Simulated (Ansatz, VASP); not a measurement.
One calculation of ZnSe, two programs

File INCAR:

```
ALGO = Normal ; EDIFF = 1E-6
ENCUT = 500 ; GGA = PE
GGA_COMPAT = F ; ISIF = 2
ISMEAR = 0 ; IVDW = 12
LASPH = T ; LCHARG = F
LREAL = F ; LWAVE = F
NBANDS = 16 ; NELM = 120
PREC = Accurate ; SIGMA = 0.1
```

Contents of KPOINTS:

```
k-points
0
Gamma
  6 6 6
```

The input POSCAR:

```
ZnSe
1.0
    0.0000000000      2.8250000000      2.8250000000
    2.8250000000      0.0000000000      2.8250000000
    2.8250000000      2.8250000000      0.0000000000
Zn Se
1 1
Direct
    0.0000000000      0.0000000000      0.0000000000
    0.2500000000      0.2500000000      0.2500000000
```

Input for Ansatz:

```yaml
crystal:
  lattice:
    - [0.0, 2.825, 2.825]
    - [2.825, 0.0, 2.825]
    - [2.825, 2.825, 0.0]
  atoms:
    - { symbol: Zn, position: [0.0, 0.0, 0.0] }
    - { symbol: Se, position: [0.25, 0.25, 0.25] }
basis:
  ecutwfc: 420
kpoints:
  mp_grid: { grid: [6, 6, 6] }
hamiltonian:
  xc: pbe
  dispersion: d3bj
  pseudopotentials: { kind: paw, azcp: { folder: soft_1 } }
scf:
  occupations: { method: gaussian, width: 0.1 }
output:
  forces: true
  stress: true
  eigenvalues: true
```

Alike in both runs: task single point; functional PBE; dispersion D3(BJ); k mesh 6 × 6 × 6; occupations gaussian, width 0.1 eV; no spin polarisation.

|  | VASP | Ansatz |
| --- | --- | --- |
| version | VASP 6.6.1 | Ansatz 0.2.0 |
| potentials or method | VASP PAW PBE potentials, release 64 (Zn, Se), cutoff 500 eV | scalar-relativistic, plane waves, PAW |
| valence electrons in the cell | 18 | 28 |

```csv
,VASP,Ansatz,Ansatz less VASP
gap on the k mesh at the Fermi level (eV),1.33,1.32,-0.006
least direct gap on the mesh (eV),1.33,1.32,-0.006
pressure (GPa),0.4,0.2,-0.25
```

VASP's potentials hold 18 valence electrons a cell and Ansatz's 28, so a difference there can come from the potentials and not from the codes.
